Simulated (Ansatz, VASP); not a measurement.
**BAs: VASP beside Ansatz**

```
As B
1.0
     0.00000    2.38850    2.38850
     2.38850    0.00000    2.38850
     2.38850    2.38850    0.00000
As B
1 1
Cartesian
  3.5827 3.5827 3.5827
  0.0000 0.0000 0.0000
```

Alike in both runs: task relaxation of cell and atoms; functional PBEsol; dispersion D4; k mesh 10 × 10 × 10; occupations fermi-dirac, width 0.05 eV; no spin polarisation.

|  | VASP | Ansatz |
| --- | --- | --- |
| version | VASP 6.6.1 | Ansatz 0.2.0 |
| potentials or method | VASP PAW PBE potentials, release 64 (As, B), cutoff 500 eV | all-electron LAPW, scalar-relativistic |

Ansatz gave:

* relaxed volume (Å³/atom): 13.30
* relaxed cell length with the largest relative difference (Å): 3.351

Task: Estimate VASP's values.

Result: Relaxed volume (Å³/atom): 13.39; relaxed cell length with the largest relative difference (Å): 3.358.

VASP's potentials were made for PBE, not for PBEsol. Ansatz ran all-electron here, and VASP with PAW potentials.
